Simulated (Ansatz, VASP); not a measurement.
LiB2H4: VASP beside Ansatz

File INCAR:

```
SYSTEM = LiB2H4
  ALGO = Normal
  EDIFF = 1E-6
  EDIFFG = -0.04
  ENCUT = 600
  GGA = PE
  IBRION = 2
  ISIF = 3
  ISMEAR = 0
  LASPH = .True.
  LCHARG = .False.
  LREAL = .False.
  LWAVE = .False.
  NELM = 100
  NSW = 90
  PREC = Accurate
  SIGMA = 0.1
```

KPOINTS

```
k-points
0
Gamma
  6 6 6
  0 0 0
```

POSCAR

```
LiB2H4
1.0
   -2.0857039800      2.0857039800      5.8992617100
    2.0857039800     -2.0857039800      5.8992617100
    2.0857039800      2.0857039800     -5.8992617100
Li B H
1 2 4
Direct
    0.0000000000      0.0000000000      0.0000000000
    0.2500000000      0.2500000000      0.0000000000
    0.7500000000      0.7500000000      0.0000000000
    0.6250000000      0.1250000000      0.5000000000
    0.8750000000      0.3750000000      0.5000000000
    0.1250000000      0.6250000000      0.5000000000
    0.3750000000      0.8750000000      0.5000000000
```

Input for Ansatz:

```yaml
crystal:
  lattice:
    - [-2.08570398, 2.08570398, 5.89926171]
    - [2.08570398, -2.08570398, 5.89926171]
    - [2.08570398, 2.08570398, -5.89926171]
  atoms:
    - { symbol: Li, position: [0.0, 0.0, 0.0] }
    - { symbol: B, position: [0.25, 0.25, 0.0] }
    - { symbol: B, position: [0.75, 0.75, 0.0] }
    - { symbol: H, position: [0.625, 0.125, 0.5] }
    - { symbol: H, position: [0.875, 0.375, 0.5] }
    - { symbol: H, position: [0.125, 0.625, 0.5] }
    - { symbol: H, position: [0.375, 0.875, 0.5] }
basis:
  ecutwfc: 420
kpoints:
  mp_grid: { grid: [6, 6, 6] }
hamiltonian:
  xc: pbe
scf:
  occupations: { method: gaussian, width: 0.1 }
  lower_state_search: "off"
output:
  forces: true
  stress: true
  eigenvalues: true
relax:
  adjacent_minimum: "off"
  f_tol: 0.04
  max_steps: 70
  cell: { stress_tol: 0.4 }
```

Change from the starting cell: ordered mixture with vacancies on the cation sites of caesium chloride (I4/mmm, No. 139).

Alike in both runs: task relaxation of cell and atoms; functional PBE; k mesh 6 × 6 × 6; occupations gaussian, width 0.1 eV; no spin polarisation.

|  | VASP | Ansatz |
| --- | --- | --- |
| version | VASP 6.6.1 | Ansatz 0.2.0 |
| potentials or method | VASP PAW PBE potentials, release 64 (Li_sv, B, H), cutoff 600 eV | scalar-relativistic, plane waves, PAW |
| valence electrons in the cell | 13 | 13 |

```tsv
	VASP	Ansatz	Ansatz less VASP
gap on the k mesh at the Fermi level, each at its own relaxed structure (eV)	none	none	-
relaxed volume (Å³/atom)	6.18	7.00	+0.821
relaxed cell length with the largest relative difference (Å)	5.636	6.252	+0.6163
```

A gap of «none» marks a metal or a gap that the smearing closes. One of these differences is far larger than is usual between the two programs; its cause wasn't traced.

Noted on VASP's run: the cutoff is short for stress, so the pressure is rough; the volume moved by over 15 % at a fixed basis, so the end points are rough.
